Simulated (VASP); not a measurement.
Wanted: the native input for a VASP 6.6.1 run.

| Property | Result |
| --- | --- |
| Task | single point |
| Functional | PBE |
| Potentials or basis | VASP PAW PBE potentials, release 64 (C) |
| Cutoff | 520 eV |
| k mesh | 23 × 23 × 5 |
| Occupations | fermi-dirac, width 0.1 eV |
| Spin | no spin polarisation |
| Dipole correction | no |
| Further INCAR settings | ALGO = Normal; EDIFF = 1e-06; NBANDS = 11 |

The structure of C lies in POSCAR:

```
C
1.0
    1.7856867081      0.0000000000      0.0000000000
   -0.8928433540      1.5464500525      0.0000000000
    0.0000000000      0.0000000000      8.5139791182
C
2
Direct
    0.3333333333      0.6666666667      0.2500000000
    0.6666666667      0.3333333333      0.7500000000
```

This cell differs from its parent crystal: volume scaled by 1.12.

These files were run (other wordings do the same):

INCAR

```
SYSTEM = C
PREC = Accurate ; ENCUT = 520
EDIFF = 1E-6 ; ISMEAR = -1
SIGMA = 0.1 ; LREAL = .FALSE.
LASPH = .TRUE. ; NELM = 60
ALGO = Normal ; ISIF = 2
LWAVE = .FALSE. ; LCHARG = .FALSE.
GGA = PE ; NBANDS = 11
```

KPOINTS

```
Automatic mesh
0
G
  23 23 5
  0 0 0
```

Potentials or basis: VASP PAW PBE potentials, release 64 (C).

Run with:

```bash
$ cat potpaw_PBE.64/C/POTCAR > POTCAR
$ mpirun -np 1 vasp_std > vasp.out
```

Results of the run:

| Quantity | Value |
| --- | --- |
| Pressure | -6.4 GPa |
| Band gap on the k mesh | zero (band 4 reaches 3.60 eV, above the bottom of band 5 at 2.26 eV) |

Caveat: this functional lacks dispersion, which binds the layers, so the pressure and a relaxed spacing across them are unreliable.

Wall time 19 s on 1 thread of Intel(R) Xeon(R) Platinum 8488C (Sapphire Rapids) (shared host), peak memory 0.14 GiB.
